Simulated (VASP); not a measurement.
# AlN (kl): single point with LDA

The system is AlN (kl).

```
Al N
1.0
     0.00000    2.17105    2.17105
     2.17105    0.00000    2.17105
     2.17105    2.17105    0.00000
Al N
1 1
Cartesian
  0.0000 0.0000 0.0000
  1.0855 1.0855 1.0855
```

```
Program                : VASP 6.6.1
Task                   : single point
Functional             : LDA
Potentials or basis    : VASP PAW LDA potentials, release 64 (Al, N)
Cutoff                 : 600 eV
k mesh                 : 10 × 10 × 10
Occupations            : gaussian, width 0.02 eV
Spin                   : no spin polarisation
Dipole correction      : no
Further INCAR settings : ALGO = Normal; EDIFF = 1e-06; NBANDS = 11
```

```yaml
Pressure: 0.6 GPa
Band_gap_on_the_k_mesh: 3.23 eV, indirect (least direct gap 4.39 eV)
```

Levels at points of the mesh, in eV from the valence-band top:
```csv
k point,band 1,band 2,band 3,band 4,band 5,band 6,band 7,band 8
"(0.00, 0.00, 0.00)",-14.93,0.00,0.00,0.00,4.39,12.51,12.51,12.51
"(0.50, 0.00, 0.00)",-12.75,-5.99,-0.49,-0.49,7.43,9.89,11.07,11.07
"(0.50, 0.50, 0.00)",-12.08,-5.01,-1.81,-1.81,3.23,8.52,13.99,15.71
```

Run time: 12 s on 1 thread of Intel(R) Xeon(R) Platinum 8488C (Sapphire Rapids), with other jobs on the host, peak memory 0.14 GiB.

A k mesh can miss the band edges. A hybrid or GW would open this gap; LDA tends to underestimate it.
